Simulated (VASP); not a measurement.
A run of VASP 6.6.1 is set up as follows.

INCAR

```
PREC = Accurate
ENCUT = 520
EDIFF = 1E-6
ISMEAR = -4
SIGMA = 0.05
LREAL = False
LASPH = True
NELM = 80
ALGO = Normal
ISIF = 2
LWAVE = False
LCHARG = False
GGA = PE
NBANDS = 11
```

File KPOINTS:

```
Automatic mesh
0
Gamma
  10 10 10
```

Contents of POSCAR:

```
AlN
1.0
    0.0000000000      2.2015871043      2.2015871043
    2.2015871043      0.0000000000      2.2015871043
    2.2015871043      2.2015871043      0.0000000000
Al N
1 1
Direct
    0.0000000000     -0.0454217777      0.0000000000
    0.7500000000      0.7500000000      0.7500000000
```

Potentials or basis: VASP PAW PBE potentials, release 64 (Al, N).

Run with:

```bash
$ cat potpaw_PBE.64/Al/POTCAR potpaw_PBE.64/N/POTCAR > POTCAR
$ mpirun -np 1 vasp_std > vasp.out
```

Task: Estimate the band gap on the k mesh.

Result: 2.94 eV (least direct gap 3.59 eV).

Task: What does it give for the pressure?

Result: 2.1 GPa.

Task: Predict the largest force.

Result: 2.087 eV/Å.

Stress tensor (GPa, compression positive):
```
1.45 6.42 2.70
6.42 3.31 6.42
2.70 6.42 1.45
```

Caveat: forces of over 1 eV/Å act on the atoms, so gaps and moduli don't describe the material at rest. A k mesh can miss the band edges.
